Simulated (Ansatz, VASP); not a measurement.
In4Sb in VASP and in Ansatz

```
In Sb
1.0
     4.31280   -5.41598    0.00000
     4.31280    5.41598    0.00000
     0.00000    0.00000    3.28370
In Sb
4 1
Direct
  0.18030 0.18030 0.50000
  0.81970 0.81970 0.50000
  0.00000 0.50000 0.00000
  0.50000 0.00000 0.00000
  0.50000 0.50000 0.00000
```

Alike in both runs: functional PBE; k mesh 4 × 4 × 4; occupations gaussian, width 0.1 eV; no spin polarisation.

Ansatz relaxed the structure, and its values are those at the end. VASP's run is a single point on that final structure, the one shown.

|  | VASP | Ansatz |
| --- | --- | --- |
| version | VASP 6.6.1 | Ansatz 0.2.0 |
| potentials or method | VASP PAW PBE potentials, release 64 (In_d, Sb), cutoff 520 eV | scalar-relativistic, plane waves, PAW |
| valence electrons in the cell | 57 | 67 |

VASP gave:

```
gap on the k mesh at the Fermi level (eV) : none
pressure (GPa)                            : -0.1
```

Task: Which values does Ansatz return?

Result: gap on the k mesh at the Fermi level (eV): none; pressure (GPa): 0.0.

A gap of «none» marks a metal or a gap that the smearing closes. With one functional, cell and mesh, what is left measures potentials, basis and numerics. VASP's potentials hold 57 valence electrons a cell and Ansatz's 67, so a difference there can come from the potentials and not from the codes.

The k mesh is coarse, so the values compare programs but aren't converged. Spin-orbit coupling is off throughout.
